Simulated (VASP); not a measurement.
**Rb: single point with LDA**

The system is Rb.

```xyz
2
Lattice="0.0000 4.4618 4.4618 4.4618 0.0000 4.4618 4.4618 4.4618 0.0000" Properties=species:S:1:pos:R:3 pbc="T T T"
Rb   -1.1154   -1.1154   -1.1154
Rb    1.1154    1.1154    1.1154
```

This cell differs from its parent crystal: volume scaled by 0.75.

```
Program                : VASP 6.6.1
Task                   : single point
Functional             : LDA
Potentials or basis    : VASP PAW LDA potentials, release 64 (Rb_sv)
Cutoff                 : 520 eV
k mesh                 : 7 × 7 × 7
Occupations            : fermi-dirac, width 0.08 eV
Spin                   : no spin polarisation
Dipole correction      : no
Further INCAR settings : ALGO = Normal; EDIFF = 1e-06; NBANDS = 16
```

```yaml
Pressure: 0.6 GPa
Band_gap_on_the_k_mesh: zero (band 9 reaches 0.09 eV, above the bottom of band 10 at -0.04 eV)
```

Levels at points of the mesh, in eV from the Fermi level:
```csv
k point,band 5,band 6,band 7,band 8,band 9,band 10,band 11,band 12,band 13,band 14
"(0.00, 0.00, 0.00)",-13.60,-13.33,-13.33,-13.33,-2.12,2.06,2.06,2.20,2.20,2.20
```

It took 26 s on 1 thread of Intel(R) Xeon(R) 6975P-C (Granite Rapids), with other jobs on the host, peak memory 0.25 GiB.
